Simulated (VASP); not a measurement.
# Sn (Im-3m) in VASP: a series of runs, part 2 of 2

VASP 6.6.1.

## 4. Single point, r2SCAN

This run uses another cell than the first one, of 26.84 Å³/atom, 0.926 times its volume.

POSCAR

```
Sn
1.0
   -1.8862394629      1.8862394629      1.8862394629
    1.8862394629     -1.8862394629      1.8862394629
    1.8862394629      1.8862394629     -1.8862394629
Sn
1
Direct
    0.0000000000      0.0000000000      0.0000000000
```

INCAR.step1

```
PREC = Accurate
ENCUT = 520
ISMEAR = -1
SIGMA = 0.1
LREAL = F
LASPH = T
NELM = 100
NBANDS = 13
GGA = PE
ALGO = Normal
EDIFF = 1E-4
LWAVE = T
LCHARG = F
```

INCAR.step2

```
PREC = Accurate
ENCUT = 520
EDIFF = 1E-7
ISMEAR = -1
SIGMA = 0.1
LREAL = F
LASPH = T
NELM = 100
ALGO = Normal
ISIF = 2
LWAVE = F
LCHARG = F
METAGGA = R2SCAN
LMIXTAU = T
NBANDS = 13
ISTART = 1
```

KPOINTS

```
regular mesh
0
Gamma
  19 19 19
```

Potentials or basis: VASP PAW PBE potentials, release 64 (Sn_d).

Run with:

```bash
$ cat potpaw_PBE.64/Sn_d/POTCAR > POTCAR
$ cp INCAR.step1 INCAR
$ mpirun -np 1 vasp_std > vasp.out
$ cp INCAR.step2 INCAR
$ mpirun -np 1 vasp_std > vasp.out
```

OUTCAR:

```text
PREC = Accurate
   ENCUT = 520
   EDIFF = 1E-7
   ISMEAR = -1
   LREAL = F
   LASPH = T
   NELM = 100
   ISIF = 2
   METAGGA = R2SCAN
   ISTART = 1

 ion  position               nearest neighbor table
   1  0.000  0.000  0.000-

  LATTYP: Found a body centered cubic cell.
 ALAT       =     3.7724789258

  Lattice vectors:

 A1 = (  -1.8862394629,   1.8862394629,   1.8862394629)
 A2 = (   1.8862394629,  -1.8862394629,   1.8862394629)
 A3 = (   1.8862394629,   1.8862394629,  -1.8862394629)

Analysis of symmetry for initial positions (statically):
=====================================================================
 Subroutine PRICEL returns:
 Original cell was already a primitive cell.

 Routine SETGRP: Setting up the symmetry group for a
 body centered cubic supercell.

 Subroutine GETGRP returns: Found 48 space group operations
 (whereof 48 operations were pure point group operations)
 out of a pool of 48 trial point group operations.

The static configuration has the point symmetry O_h .

Analysis of symmetry for dynamics (positions and initial velocities):
=====================================================================
 Subroutine PRICEL returns:
 Original cell was already a primitive cell.

 Routine SETGRP: Setting up the symmetry group for a
 body centered cubic supercell.

 Subroutine GETGRP returns: Found 48 space group operations
 (whereof 48 operations were pure point group operations)
 out of a pool of 48 trial point group operations.

The dynamic configuration has the point symmetry O_h .

 Subroutine INISYM returns: Found 48 space group operations
 (whereof 48 operations are pure point group operations),
 and found     1 'primitive' translations

----------------------------------------------------------------------------------------

[... 109 lines left out ...]
     AMIX     =   0.40;   BMIX     =  1.00
     AMIX_MAG =   1.60;   BMIX_MAG =  1.00
  volume/ion in A,a.u.               =      26.84       181.15
  Fermi-wavevector in a.u.,A,eV,Ry     =   1.317753  2.490192 23.626150  1.736473
  Thomas-Fermi vector in A             =   2.447772
   LORBIT       =      0    0 simple, 1 ext, 2 COOP (PROOUT), +10 PAW based schemes
   METAGGA = R2SCAN    functional components
   LHFCALC =     F    Hartree Fock is set to
   AEXX    =    0.0000 exact exchange contribution
   IVDW    =     0    specifies the selected vdW correction
   LEPSILON=     F    determine dielectric tensor
   LRPA    =     F    only Hartree local field effects (RPA)
 non-spin polarized calculation
  energy-cutoff  :      520.00
  volume of cell :       26.84
 maximum number of plane-waves:       734
   NGX = 13   NGY = 13   NGZ = 13

 number of electron      13.9999991 magnetization

 Free energy of the ion-electron system (eV)
  ---------------------------------------------------
  ext. energy  EPLUGINS =         0.00000000
  ---------------------------------------------------
  free energy    TOTEN  =       -24.51041041 eV

  energy without entropy =      -24.49277846  energy(sigma->0) =      -24.50159444

 E-fermi :   8.1699     XC(G=0): -11.3295

 val. band max:        8.1561211953   @ k =  -0.2632   0.4737   0.0526
 cond. band min:       8.1707761194   @ k =  -0.4211   0.4211   0.4211
 fundamental gap:      0.0146549240
 Fermi energy:         8.1699085848

 k-point     1 :       0.0000    0.0000    0.0000
  band No.  band energies     occupation
      1     -14.0912      2.00000
      2     -14.0911      2.00000
      3     -14.0911      2.00000
      4     -13.9327      2.00000
      5     -13.9327      2.00000
      6      -3.5620      2.00000
      7      16.7427      0.00000
      8      16.7427      0.00000
      9      16.7427      0.00000
     10      21.1201      0.00000
     11      21.1201      0.00000
     12      21.1201      0.00000
     13      21.5035      0.00000
[... 354 lines left out ...]
  band No.  band energies     occupation
      1     -14.1244      2.00000
      2     -14.0603      2.00000
      3     -13.9534      2.00000
      4     -13.9425      2.00000
      5     -13.8854      2.00000
      6      -0.2194      2.00000
      7       6.3003      2.00000
      8      11.0991      0.00000
      9      13.5766      0.00000
     10      17.6286      0.00000
     11      19.3710      0.00000
     12      21.7505      0.00000
     13      25.4617      0.00000

 [... further k-points ...]
[... 5 lines left out ...]
  --------------------------------------------------------------------------------------
  -------------------------------------------------------------------------------------
  Total        0.0382570      0.0382570      0.0382570     -0.0000000      0.0000000     -0.0000000
  in kB        2.2833418      2.2833418      2.2833418     -0.0000000      0.0000000     -0.0000000
  external PRESSURE =       2.2833418 kB  Pullay stress =       0.0000000 kB

 VOLUME and BASIS-vectors are now :
 -----------------------------------------------------------------------------
  energy-cutoff  :      520.00
  volume of cell :       26.84
      direct lattice vectors                 reciprocal lattice vectors
    -1.886239463  1.886239463  1.886239463     0.000000000  0.265077690  0.265077690
     1.886239463 -1.886239463  1.886239463     0.265077690  0.000000000  0.265077690
     1.886239463  1.886239463 -1.886239463     0.265077690  0.265077690  0.000000000

 POSITION                                       TOTAL-FORCE (eV/Angst)
 -----------------------------------------------------------------------------------
      0.00000      0.00000      0.00000         0.000000      0.000000      0.000000
 -----------------------------------------------------------------------------------
    total drift:                               -0.000000      0.000000      0.000000

  FREE ENERGIE OF THE ION-ELECTRON SYSTEM (eV)
  ---------------------------------------------------
  free  energy   TOTEN  =       -24.5104104148 eV

  energy  without entropy=      -24.4927784579  energy(sigma->0) =      -24.50159444
```

OUTCAR.step1:

```text
PREC = Accurate
   ENCUT = 520
   ISMEAR = -1
   LREAL = F
   LASPH = T
   NELM = 100
[... 597 lines left out ...]

 POSITION                                       TOTAL-FORCE (eV/Angst)
 -----------------------------------------------------------------------------------
      0.00000      0.00000      0.00000        -0.000000      0.000000      0.000000
 -----------------------------------------------------------------------------------
    total drift:                               -0.000000      0.000000      0.000000

  FREE ENERGIE OF THE ION-ELECTRON SYSTEM (eV)
  ---------------------------------------------------
  free  energy   TOTEN  =        -3.7810535019 eV

  energy  without entropy=       -3.7627860869  energy(sigma->0) =       -3.77191979
```

It took 3.7 min on 1 thread of AMD EPYC 9R45 (Zen 5), shared host; peak memory 0.16 GiB.

What came out:

* Free energy: -24.5104 eV
* Pressure: 0.2 GPa
* Band gap on the k mesh: zero (band 7 reaches 16.74 eV, above the bottom of band 8 at 5.60 eV)

Caveat: the PAW data sets were made with another functional, which shifts forces and pressure a little; spin-orbit coupling is left out, which moves the levels of the heavy elements.

## 5. Summary

```tsv
cell	k mesh	gap on the mesh (eV)	pressure (GPa)
a = 3.352 Å, angles 109.5°, 1 atom	13 × 13 × 13	none	-3.1
a = 3.393 Å, angles 109.5°, 1 atom	13 × 13 × 13	none	-4.3
a = 3.267 Å, angles 109.5°, 1 atom	19 × 19 × 19	none	0.2
```

Alike in all rows: task single point; level r2SCAN; potentials or basis VASP PAW PBE potentials, release 64 (Sn_d); no spin polarisation; cutoff (eV) 520; smearing fermi-dirac 0.1 eV.

Caveats: the PAW data sets were made with another functional, which shifts forces and pressure a little; spin-orbit coupling is left out, which moves the levels of the heavy elements.

Total energies depend on the potentials used, so only differences within one code and one set of settings carry meaning.
